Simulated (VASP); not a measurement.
A run of VASP 6.6.1 is set up as follows.

INCAR

```
PREC = Accurate
ENCUT = 520
EDIFF = 1E-7
ISMEAR = 0
SIGMA = 0.15
LREAL = False
LASPH = True
NELM = 60
ALGO = Normal
ISIF = 2
LWAVE = False
LCHARG = True
GGA = PE
LELF = True
LVHAR = True
NBANDS = 15
```

The input KPOINTS:

```
regular mesh
0
Gamma
  18 18 18
```

File POSCAR:

```
TaN
1.0
    0.0000000000      2.2081122570      2.1491556597
    2.2081122570      0.0000000000      2.1491556597
    2.2081122570      2.2081122570      0.0000000000
Ta N
1 1
Direct
    0.5000000000      0.5000000000      0.5000000000
    0.0000000000      0.0000000000      0.0000000000
```

Potentials or basis: VASP PAW PBE potentials, release 64 (Ta_pv, N).

Command:

```bash
$ cat potpaw_PBE.64/Ta_pv/POTCAR potpaw_PBE.64/N/POTCAR > POTCAR
$ mpirun -np 1 vasp_std > vasp.out
```

(1) What does it give for the band gap on the k mesh?

(2) What does it give for the pressure?

## Answers

(1) zero (bands 8 and 9 overlap by 4.07 eV).

(2) 11.2 GPa.

Caveat: the cell differs from its parent crystal (engineering shear strain xz +0.0000, normal strain along z -0.0267); the stress differs along the axes, from 5 to 24 GPa; spin-orbit coupling is left out, which moves the levels of the heavy elements.
